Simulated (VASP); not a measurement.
Runs of VASP 6.6.1 on Pt. The structure is cubic, space group Im-3m (No. 229). The conventional cell has a = 3.168 Å, b = 3.168 Å, c = 3.168 Å, α = 90.00°, β = 90.00°, γ = 90.00°. Pt (site symmetry m-3m) has 14 Pt at 2.74 to 3.17 Å within 3.6 Å. 

```tsv
k mesh	gap on the mesh (eV)	pressure (GPa)
5 × 5 × 5	none	-12.9
10 × 10 × 10	none	(a)
8 × 8 × 8	none	-13.7
3 × 3 × 3	none	-2.8
```

Alike in all rows: task single point; level LDA; potentials or basis VASP PAW LDA potentials, release 64 (Pt); no spin polarisation; cell as given; cutoff (eV) 500; smearing gaussian 0.3 eV.

Question: Estimate the missing entries.

Answer: (a) -15.0.

Caveats: some runs use coarse meshes; spin-orbit coupling is left out, which moves the levels of the heavy elements.

A k mesh can miss the band edges, and the runs leave out spin-orbit coupling on Pt.

A gap of «none» marks levels without a gap at the run's occupations.
